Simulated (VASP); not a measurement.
Wanted: the native input for a VASP 6.6.1 run.

```
Task                   : single point
Functional             : PBE
Potentials or basis    : VASP PAW PBE potentials, release 64 (La, Sc_sv, F)
Cutoff                 : 520 eV
k mesh                 : 12 × 12 × 12
Occupations            : gaussian, width 0.1 eV
Spin                   : no spin polarisation
Dipole correction      : no
Further INCAR settings : ALGO = Fast; EDIFF = 1e-06; NBANDS = 28
```

The structure of LaSc2F lies in POSCAR:

```
LaSc2F
1.0
   -3.1002357430      3.1002357430      2.6213140036
    3.1002357430     -3.1002357430      2.6213140036
    3.1002357430      3.1002357430     -2.6213140036
La Sc F
1 2 1
Direct
    0.5000000000      0.5000000000      0.0000000000
    0.5000000000      0.0000000000      0.5000000000
    0.0000000000      0.5000000000      0.5000000000
    0.0000000000      0.0000000000      0.0000000000
```

The cell was generated, and may not be a known phase.

The input as run:

INCAR

```
PREC = Accurate
ENCUT = 520
EDIFF = 1E-6
ISMEAR = 0
SIGMA = 0.1
LREAL = F
LASPH = T
NELM = 80
ALGO = Fast
ISIF = 2
LWAVE = F
LCHARG = F
GGA = PE
NBANDS = 28
```

KPOINTS

```
regular mesh
0
Gamma
  12 12 12
```

Potentials or basis: VASP PAW PBE potentials, release 64 (La, Sc_sv, F).

Run with:

```sh
$ cat potpaw_PBE.64/La/POTCAR potpaw_PBE.64/Sc_sv/POTCAR potpaw_PBE.64/F/POTCAR > POTCAR
$ mpirun -np 1 vasp_std > vasp.out
```

It gave:

```
Pressure               : 0.0 GPa
Band gap on the k mesh : zero (bands 20 and 21 overlap by 0.93 eV)
```

Caveat: spin-orbit coupling is left out, which moves the levels of the heavy elements.

It took 36 min on 1 thread of Oxide Virtual Turin-like Processor, with other jobs on the host, peak memory 0.61 GiB.
